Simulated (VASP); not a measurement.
A run of VASP 6.6.1 is set up as follows.

File INCAR:

```
SYSTEM = CrTe16Mo7
ALGO = Normal
EDIFF = 1E-6
ENCUT = 520
GGA = PS
ISIF = 2
ISMEAR = 0
LASPH = .True.
LCHARG = .False.
LDAU = .True.
LDAUJ = 0 0 0
LDAUL = -1 2 -1
LDAUPRINT = 1
LDAUTYPE = 2
LDAUU = 0 3 0
LMAXMIX = 4
LREAL = Auto
LUSENCCL = .False.
LWAVE = .False.
NBANDS = 121
NELM = 150
PREC = Accurate
SIGMA = 0.05
```

The input KPOINTS:

```
k-points
0
Gamma
  3 3 2
  0 0 0
```

POSCAR

```
CrTe16Mo7
1.0
    7.0363995000      0.0000000000      0.0000000000
   -3.5181998000      6.0937007000      0.0000000000
    0.0000000000      0.0000000000     13.9736000000
Te Cr Mo
16 1 7
Direct
    0.1666666667      0.3333333333      0.6217137367
    0.1667203197      0.8333601599      0.6213134878
    0.6666398401      0.3332796803      0.6213134878
    0.6666398401      0.8333601599      0.6213134878
    0.3322740454      0.1677259546      0.1212727086
    0.3322740454      0.6645480907      0.1212727086
    0.8354519093      0.1677259546      0.1212727086
    0.8333333333      0.6666666667      0.1218475607
    0.1666666667      0.3333333333      0.8782862633
    0.1667203197      0.8333601599      0.8786865122
    0.6666398401      0.3332796803      0.8786865122
    0.6666398401      0.8333601599      0.8786865122
    0.3322740454      0.1677259546      0.3787272914
    0.3322740454      0.6645480907      0.3787272914
    0.8354519093      0.1677259546      0.3787272914
    0.8333333333      0.6666666667      0.3781524393
    0.1666666667      0.3333333333      0.2500000000
    0.1672657547      0.8336328774      0.2500000000
    0.6663671226      0.3327342453      0.2500000000
    0.6663671226      0.8336328774      0.2500000000
    0.3335278709      0.1664721291      0.7500000000
    0.3335278709      0.6670557418      0.7500000000
    0.8329442582      0.1664721291      0.7500000000
    0.8333333333      0.6666666667      0.7500000000
```

Potentials or basis: VASP PAW PBE potentials, release 64 (Te, Cr_pv, Mo_sv).

Command:

```console
$ cat potpaw_PBE.64/Te/POTCAR potpaw_PBE.64/Cr_pv/POTCAR potpaw_PBE.64/Mo_sv/POTCAR > POTCAR
$ mpirun -np 1 vasp_std > vasp.out
```

Question: Predict the largest force.

Answer: 0.549 eV/Å.

Question: Estimate the pressure.

Answer: -1.5 GPa.

Question: What does it give for the band gap on the k mesh?

Answer: 0.71 eV (least direct gap 0.77 eV).

Stress tensor (GPa, compression positive):
```
-1.66  0.00  0.00
 0.00 -1.66  0.00
 0.00  0.00 -1.21
```

Caveat: the PAW data sets were made with another functional, which shifts forces and pressure a little; spin-orbit coupling is left out, which moves the levels of the heavy elements; this functional lacks dispersion, which binds layers or chains, so the pressure and a relaxed spacing across them are unreliable; the U is typed as a test and isn't derived for this compound. A k mesh can miss the band edges.
